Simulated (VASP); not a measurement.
# Na2Pd (P-3m1) in VASP: a series of runs

The runs below take Na2Pd through relaxation of cell and atoms, single point, with PBE.

Everything below comes from runs of VASP 6.6.1. Logs are shortened: lines on timing, memory, paths and dates and some standing lists are left out, and cuts for length are marked.

### 1 The cell of the first run

Symmetry: P-3m1, No. 164, trigonal system. Conventional cell: a = 3.551 Å, b = 3.551 Å, c = 8.276 Å, α = 90.00°, β = 90.00°, γ = 120.00°. Within 4.3 Å of Na (site symmetry 3m) lie 3 Pd at 3.30 Å and 9 Na at 3.55 to 3.71 Å. Within 4.3 Å of Pd (site symmetry -3m) lie 6 Na at 3.30 Å and 6 Pd at 3.55 Å.

The cell was built from a structure type or drawn by symmetry, and may not be a known phase.

### 2 Relaxation of cell and atoms, PBE

File INCAR:

```
SYSTEM = Na2Pd
  PREC = Accurate
  ENCUT = 600
  EDIFF = 1E-7
  ISMEAR = 0
  SIGMA = 0.1
  LREAL = .False.
  LASPH = .True.
  NELM = 100
  ALGO = Normal
  ISIF = 3
  LWAVE = .False.
  LCHARG = .False.
  GGA = PE
  IBRION = 2
  NSW = 90
  EDIFFG = -0.04
```

File KPOINTS:

```
regular mesh
0
Gamma
  6 6 2
  0 0 0
```

File POSCAR:

```
Na2Pd
1.0
    3.5510090900      0.0000000000      0.0000000000
   -1.7755045500      3.0752640800      0.0000000000
    0.0000000000      0.0000000000      8.2761065800
Na Pd
2 1
Direct
    0.3333333300      0.6666666700      0.8131192000
    0.6666666700      0.3333333300      0.1868808000
    0.0000000000      0.0000000000      0.5000000000
```

Potentials or basis: VASP PAW PBE potentials, release 64 (Na_pv, Pd).

Command:

```sh
> cat potpaw_PBE.64/Na_pv/POTCAR potpaw_PBE.64/Pd/POTCAR > POTCAR
> mpirun -np 1 vasp_std > vasp.out
```

OUTCAR:

```text
SYSTEM = Na2Pd
   PREC = Accurate
   ENCUT = 600
   EDIFF = 1E-7
   ISMEAR = 0
   LREAL = .False.
   LASPH = .True.
   NELM = 100
   ISIF = 3
   GGA = PE
   IBRION = 2
   NSW = 90
   EDIFFG = -0.04

 ion  position               nearest neighbor table
   1  0.333  0.667  0.813-
   2  0.667  0.333  0.187-
   3  0.000  0.000  0.500-

  LATTYP: Found a hexagonal cell.
 ALAT       =     3.5510090900
 C/A-ratio  =     2.3306351435

  Lattice vectors:

 A1 = (   3.5510090900,   0.0000000000,   0.0000000000)
 A2 = (  -1.7755045500,   3.0752640800,   0.0000000000)
 A3 = (   0.0000000000,   0.0000000000,   8.2761065800)

Analysis of symmetry for initial positions (statically):
=====================================================================
 Subroutine PRICEL returns:
 Original cell was already a primitive cell.

 Routine SETGRP: Setting up the symmetry group for a
 hexagonal supercell.

 Subroutine GETGRP returns: Found 12 space group operations
 (whereof 12 operations were pure point group operations)
 out of a pool of 24 trial point group operations.

The static configuration has the point symmetry D_3d.

Analysis of symmetry for dynamics (positions and initial velocities):
=====================================================================
 Subroutine PRICEL returns:
 Original cell was already a primitive cell.

 Routine SETGRP: Setting up the symmetry group for a
 hexagonal supercell.

 Subroutine GETGRP returns: Found 12 space group operations
 (whereof 12 operations were pure point group operations)
 out of a pool of 24 trial point group operations.

The dynamic configuration has the point symmetry D_3d.

 Subroutine INISYM returns: Found 12 space group operations
 (whereof 12 operations are pure point group operations),
 and found     1 'primitive' translations

----------------------------------------------------------------------------------------

                                     Primitive cell

  volume of cell :      90.3775

  direct lattice vectors                    reciprocal lattice vectors
     3.551009090  0.000000000  0.000000000     0.281610093  0.162587663  0.000000000
    -1.775504550  3.075264080  0.000000000     0.000000000  0.325175326  0.000000000
     0.000000000  0.000000000  8.276106580     0.000000000  0.000000000  0.120829763

  length of vectors
     3.551009090  3.551009092  8.276106580     0.325175326  0.325175326  0.120829763

  position of ions in fractional coordinates (direct lattice)
     0.333333330  0.666666670  0.813119200
     0.666666670  0.333333330  0.186880800
     0.000000000  0.000000000  0.500000000

  ion indices of the primitive-cell ions
   primitive index   ion index
                 1           1
                 2           2
                 3           3

----------------------------------------------------------------------------------------

 KPOINTS: regular mesh

Automatic generation of k-mesh.
 Grid dimensions read from file:
 generate k-points for:    6    6    2

 Generating k-lattice:

  Cartesian coordinates                     Fractional coordinates (reciprocal lattice)
     0.046935015  0.027097944  0.000000000     0.166666667 -0.000000000  0.000000000
     0.000000000  0.054195888  0.000000000     0.000000000  0.166666667  0.000000000
     0.000000000  0.000000000  0.060414882     0.000000000  0.000000000  0.500000000

  Length of vectors
     0.054195888  0.054195888  0.060414882

  Shift w.r.t. Gamma in fractional coordinates (k-lattice)
     0.000000000  0.000000000  0.000000000

 Subroutine IBZKPT returns following result:
 ===========================================

 Found     14 irreducible k-points:

 Following reciprocal coordinates:
            Coordinates               Weight
  0.000000  0.000000  0.000000      1.000000
  0.166667  0.000000  0.000000      6.000000
  0.333333  0.000000  0.000000      6.000000
  0.500000  0.000000  0.000000      3.000000
  0.166667  0.166667  0.000000      6.000000
  0.333333  0.166667  0.000000     12.000000
  0.333333  0.333333  0.000000      2.000000
  0.000000  0.000000  0.500000      1.000000
  0.166667  0.000000  0.500000      6.000000
  0.333333  0.000000  0.500000      6.000000
  0.500000  0.000000  0.500000      3.000000
  0.166667  0.166667  0.500000      6.000000
  0.333333  0.166667  0.500000     12.000000
  0.333333  0.333333  0.500000      2.000000
   k-points           NKPTS =     14   k-points in BZ     NKDIM =     14   number of bands    NBANDS=     16
   number of dos      NEDOS =    301   number of ions     NIONS =      3
   total plane-waves  NPLWV =  54880
   dimension x,y,z NGX =    28 NGY =   28 NGZ =   70
   dimension x,y,z NGXF=    56 NGYF=   56 NGZF=  140
   ions per type =               2   1
   NGX,Y,Z   is equivalent  to a cutoff of  13.11, 13.11, 14.06 a.u.
   NGXF,Y,Z  is equivalent  to a cutoff of  26.22, 26.22, 28.12 a.u.
 SYSTEM =  Na2Pd
   PREC   = accura    normal or accurate (medium, high low for compatibility)
   ISTART =      0    job   : 0-new  1-cont  2-samecut
   ICHARG =      2    charge: 1-file 2-atom 10-const
   ISPIN  =      1    spin polarized calculation?
   LNONCOLLINEAR =      F non collinear calculations
   LSORBIT =      F    spin-orbit coupling
   LASPH  =      T    aspherical Exc in radial PAW
   ENCUT  =  600.0 eV  44.10 Ry    6.64 a.u.   7.09  7.09 16.53*2*pi/ulx,y,z
   NELM   =    100;   NELMIN=  2; NELMDL= -5     # of ELM steps
   EDIFF  = 0.1E-06   stopping-criterion for ELM
   LREAL  =      F    real-space projection
   EDIFFG = -.4E-01   stopping-criterion for IOM
   NSW    =     90    number of steps for IOM
   IBRION =      2    ionic relax: 0-MD 1-quasi-New 2-CG
   NFREE  =      1    steps in history (QN), initial steepest desc. (CG)
   ISIF   =      3    stress and relaxation
   ISYM   =      2    0-nonsym 1-usesym 2-fastsym
   POTIM  = 0.5000    time-step for ionic-motion
   TEBEG  =    0.0;   TEEND  =   0.0 temperature during run
   PSTRESS=    0.0 pullay stress
   NELECT =      24.0000    total number of electrons
   NUPDOWN=      -1.0000    fix difference up-down
   EMIN   =  10.00;   EMAX   =-10.00  energy-range for DOS
   EFERMI =   0.00;   METHOD = LEGACY
   ISMEAR =     0;   SIGMA  =   0.10  broadening in eV -4-tet -1-fermi 0-gaus
   EFERMI_NEDOS =   21; number of points for ismear=-14 and -15
   IALGO  =     38    algorithm
   IMIX   =      4    mixing-type and parameters
     AMIX     =   0.40;   BMIX     =  1.00
     AMIX_MAG =   1.60;   BMIX_MAG =  1.00
  volume/ion in A,a.u.               =      30.13       203.30
  Fermi-wavevector in a.u.,A,eV,Ry     =   1.052265  1.988493 15.065211  1.107262
  Thomas-Fermi vector in A             =   2.187341
   LORBIT       =      0    0 simple, 1 ext, 2 COOP (PROOUT), +10 PAW based schemes
   GGA     = PE    functional components
   LHFCALC =     F    Hartree Fock is set to
   AEXX    =    0.0000 exact exchange contribution
   IVDW    =     0    specifies the selected vdW correction
   LEPSILON=     F    determine dielectric tensor
   LRPA    =     F    only Hartree local field effects (RPA)
 conjugate gradient relaxation of ions
 non-spin polarized calculation
 Gauss-broadening in eV      SIGMA  =   0.10
  energy-cutoff  :      600.00
  volume of cell :       90.38
 maximum number of plane-waves:      3069
   NGX = 15   NGY = 15   NGZ = 33

--------------------------------------- Ionic step        1  -------------------------------------------

 number of electron      24.0000005 magnetization

 Free energy of the ion-electron system (eV)
  ---------------------------------------------------
  ext. energy  EPLUGINS =         0.00000000
  ---------------------------------------------------
  free energy    TOTEN  =        -7.14697341 eV

  energy without entropy =       -7.14023692  energy(sigma->0) =       -7.14360516

------------------------ aborting loop because EDIFF is reached ----------------------------------------

  FORCE on cell =-STRESS in cart. coord.  units (eV):
  Direction    XX          YY          ZZ          XY          YZ          ZX
  --------------------------------------------------------------------------------------
  -------------------------------------------------------------------------------------
  Total       -2.5391498     -2.5391498     -2.3581173      0.0000000      0.0000000     -0.0000000
  in kB      -45.0130698    -45.0130698    -41.8037955      0.0000001      0.0000000     -0.0000000
  external PRESSURE =     -43.9433117 kB  Pullay stress =       0.0000000 kB
[... 92 lines left out ...]
  FREE ENERGIE OF THE ION-ELECTRON SYSTEM (eV)
  ---------------------------------------------------
  free  energy   TOTEN  =        -7.6970595911 eV

  energy  without entropy=       -7.6902433683  energy(sigma->0) =       -7.69365148

[... ionic steps 4 to 9 ...]

--------------------------------------- Ionic step       10  -------------------------------------------

 number of electron      23.9999998 magnetization

------------------------ aborting loop because EDIFF is reached ----------------------------------------

  FORCE on cell =-STRESS in cart. coord.  units (eV):
  Direction    XX          YY          ZZ          XY          YZ          ZX
  --------------------------------------------------------------------------------------
  -------------------------------------------------------------------------------------
  Total       -0.0592931     -0.0592931     -0.1414560      0.0000000      0.0000000     -0.0000000
  in kB       -1.4023257     -1.4023257     -3.3455399      0.0000000      0.0000000     -0.0000000
  external PRESSURE =      -2.0500637 kB  Pullay stress =       0.0000000 kB
[... 59 lines left out ...]
  energy  without entropy=       -7.7872887693  energy(sigma->0) =       -7.78881323

--------------------------------------- Ionic step       12  -------------------------------------------

 number of electron      24.0000003 magnetization

 Free energy of the ion-electron system (eV)
  ---------------------------------------------------
  ext. energy  EPLUGINS =         0.00000000
  ---------------------------------------------------
  free energy    TOTEN  =        -7.79034454 eV

  energy without entropy =       -7.78727322  energy(sigma->0) =       -7.78880888

 E-fermi :   2.7996     XC(G=0):  -8.6970

 val. band max:        2.5956440058   @ k =   0.5000   0.0000   0.5000
 cond. band min:       2.8672704023   @ k =   0.1667   0.1667   0.0000
 fundamental gap:      0.2716263964
 Fermi energy:         2.7995821835

 k-point     1 :       0.0000    0.0000    0.0000
  band No.  band energies     occupation
      1     -21.5499      2.00000
      2     -21.5306      2.00000
      3     -21.5247      2.00000
      4     -21.5247      2.00000
      5     -21.5238      2.00000
      6     -21.5238      2.00000
[... 8 lines left out ...]
     15       7.8469      0.00000
     16       9.4820      0.00000
[... 275 lines left out ...]
  FREE ENERGIE OF THE ION-ELECTRON SYSTEM (eV)
  ---------------------------------------------------
  free  energy   TOTEN  =        -7.7903445376 eV

  energy  without entropy=       -7.7872732174  energy(sigma->0) =       -7.78880888

 reached required accuracy - stopping structural energy minimisation
```

Wall time 2 min (1 thread of Intel Xeon 6975P-C (Granite Rapids), shared host); peak memory 0.24 GiB.

What came out:

```
Free energy                           : -7.7903 eV
Relaxed volume                        : 22.71 Å³/atom
Relaxed cell                          : a = 3.140 Å, b = 3.140 Å, c = 7.976 Å, α = 90.00°, β = 90.00°, γ = 120.00°
Space group after relaxing (to 0.1 Å) : P-3m1 (No. 164)
Energy gained by relaxing             : 214.5 meV/atom
Ionic steps                           : 12
Pressure after relaxing               : 0.0 GPa
Largest force after relaxing          : 0.030 eV/Å
Band gap on the k mesh                : zero (bands 12 and 13 overlap by 3.91 eV)
```

Forces in eV/Å, atoms in the order of the input:
```
Na   0.000  0.000 -0.030
Na   0.000  0.000  0.030
Pd   0.000  0.000  0.000
```

Stress tensor (GPa, compression positive):
```
-0.21  0.00  0.00
 0.00 -0.21  0.00
 0.00  0.00  0.27
```

Step by step:
```csv
step,energy change (eV),largest force (eV/Å),pressure (GPa),volume (Å³)
1,0.0000,0.7000,-4.39,90.38
2,-0.3108,0.6297,-3.65,79.99
3,-0.5501,0.3674,-0.58,67.31
4,-0.5554,0.2437,0.99,64.08
5,-0.5574,0.2879,0.43,65.13
6,-0.5943,0.2331,0.55,64.88
7,-0.6229,0.1193,0.96,64.25
8,-0.6332,0.1454,0.04,66.42
9,-0.6341,0.1571,-0.33,67.38
10,-0.6408,0.0991,-0.21,67.74
11,-0.6434,0.0251,-0.06,68.14
12,-0.6434,0.0299,-0.05,68.12
```

Final structure:
```
CELL_PARAMETERS angstrom
3.14028 0.00000 0.00000
-1.57014 2.71956 0.00000
0.00000 0.00000 7.97620
ATOMIC_POSITIONS crystal
Na 0.33333 0.66667 0.78470
Na 0.66667 0.33333 0.21530
Pd 0.00000 0.00000 0.50000
```

Caveat: the k points lie up to 0.39 Å⁻¹ apart in the final cell, too coarse for converged energies and pressures of a metal; the volume moved by over 15 % at a fixed basis, so the end points are rough.

### 3 Single point, PBE

This run uses another cell than the first one, of 22.53 Å³/atom.

File INCAR:

```
SYSTEM = Na2Pd
  PREC = Accurate
  ENCUT = 520
  EDIFF = 1E-6
  ISMEAR = -1
  SIGMA = 0.15
  LREAL = .False.
  LASPH = .True.
  NELM = 100
  ALGO = Fast
  ISIF = 2
  LWAVE = .False.
  LCHARG = .False.
  GGA = PE
  NBANDS = 19
```

File KPOINTS:

```
regular mesh
0
Gamma
  18 18 6
  0 0 0
```

File POSCAR:

```
Na2Pd
1.0
    3.1346129039      0.0000000000      0.0000000000
   -1.5673064520      2.7146544058      0.0000000000
    0.0000000000      0.0000000000      7.9446960691
Na Pd
2 1
Direct
    0.3333333333      0.6666666667      0.7873943981
    0.6666666667      0.3333333333      0.2126056019
    0.0000000000      0.0000000000      0.5000000000
```

Potentials or basis: VASP PAW PBE potentials, release 64 (Na_pv, Pd).

Command:

```sh
> cat potpaw_PBE.64/Na_pv/POTCAR potpaw_PBE.64/Pd/POTCAR > POTCAR
> mpirun -np 1 vasp_std > vasp.out
```

Run time: 88 s. Hardware: 1 thread of Intel Xeon 6975P-C (Granite Rapids), shared host; peak memory 0.36 GiB.

Results (log left out):

```
Free energy            : -7.7547 eV
Pressure               : 0.0 GPa
Largest force          : 0.004 eV/Å
Band gap on the k mesh : zero (bands 12 and 13 overlap by 4.03 eV)
```

Forces in eV/Å, atoms in the order of the input:
```
Na   0.000  0.000  0.004
Na   0.000  0.000 -0.004
Pd   0.000  0.000  0.000
```

Levels at points of the mesh, in eV from the Fermi level:
```csv
k point,band 8,band 9,band 10,band 11,band 12,band 13,band 14,band 15,band 16,band 17
"(0.00, 0.00, 0.00)",-2.97,-1.73,-1.73,-1.48,-1.28,-1.05,-1.05,5.07,6.70,14.26
"(0.50, 0.00, 0.00)",-2.56,-1.78,-1.32,-0.32,0.96,1.86,2.95,3.27,3.99,5.34
"(0.00, 0.00, 0.50)",-3.18,-2.60,-1.73,-1.73,-1.05,-1.05,1.03,2.36,9.65,12.18
"(0.50, 0.00, 0.50)",-2.57,-1.75,-1.32,-0.32,1.17,1.67,2.36,2.98,5.36,6.57
```
